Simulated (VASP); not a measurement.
Set up this calculation in VASP 6.6.1, as the native input.

```
Task                   : single point
Functional             : LDA
Potentials or basis    : VASP PAW LDA potentials, release 64 (Bi_d)
Cutoff                 : 520 eV
k mesh                 : 9 × 9 × 9
Occupations            : fermi-dirac, width 0.05 eV
Spin                   : no spin polarisation
Dipole correction      : no
Further INCAR settings : ALGO = Normal; EDIFF = 1e-07; NBANDS = 14
```

The structure of Bi lies in POSCAR:

```
Bi
1.0
   -1.9945529707      1.9945529707      1.9945529707
    1.9945529707     -1.9945529707      1.9945529707
    1.9945529707      1.9945529707     -1.9945529707
Bi
1
Direct
    0.0000000000      0.0000000000      0.0000000000
```

These files were run (other wordings do the same):

INCAR

```
SYSTEM = Bi
  ALGO = Normal
  EDIFF = 1E-7
  ENCUT = 520
  ISIF = 2
  ISMEAR = -1
  LASPH = .TRUE.
  LCHARG = .FALSE.
  LREAL = .FALSE.
  LWAVE = .FALSE.
  NBANDS = 14
  NELM = 60
  PREC = Accurate
  SIGMA = 0.05
```

KPOINTS

```
k-points
0
G
  9 9 9
  0 0 0
```

Potentials or basis: VASP PAW LDA potentials, release 64 (Bi_d).

Command:

```bash
$ cat potpaw_LDA.64/Bi_d/POTCAR > POTCAR
$ mpirun -np 1 vasp_std > vasp.out
```

It gave:

* Pressure: -4.2 GPa

Wall time 6.8 s on 1 thread of Intel(R) Xeon(R) Platinum 8481C CPU @ 2.70GHz (Sapphire Rapids), with other jobs on the host, peak memory 0.14 GiB.
